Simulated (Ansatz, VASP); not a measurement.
**Two plane-wave programs on GaSbTe4**

```
CELL_PARAMETERS angstrom
5.77850 0.00000 0.00000
0.00000 5.77850 0.00000
0.00000 0.00000 11.23255
ATOMIC_POSITIONS crystal
Ga 0.00000 0.00000 0.00000
Sb 0.00000 0.00000 0.50000
Te 0.50000 0.00000 0.50000
Te 0.00000 0.50000 0.50000
Te 0.00000 0.00000 0.21811
Te 0.00000 0.00000 0.78189
```

Alike in both runs: functional PBE; k mesh 8 × 8 × 4; occupations gaussian, width 0.1 eV; no spin polarisation.

Ansatz relaxed the structure, and its values are those at the end. VASP's run is a single point on that final structure, the one shown.

```csv
,VASP,Ansatz
version,VASP 6.6.1,Ansatz 0.2.0
potentials or method,"VASP PAW PBE potentials, release 64 (Ga_d, Sb, Te), cutoff 520 eV","scalar-relativistic, plane waves, PAW"
valence electrons in the cell,42,92
```

Ansatz gave:

```
gap on the k mesh at the Fermi level (eV) : none
pressure (GPa)                            : 0.0
rms of the force components (eV/Å)        : 0.002
```

**Question.** Estimate VASP's values.

**Answer.** gap on the k mesh at the Fermi level (eV): none; pressure (GPa): 0.0; rms of the force components (eV/Å): 0.009.

A gap of «none» marks a metal or a gap that the smearing closes. VASP's potentials hold 42 valence electrons a cell and Ansatz's 92, so a difference there can come from the potentials and not from the codes. Ansatz's warnings: xc potential rough in thin density.

Spin-orbit coupling is off throughout.
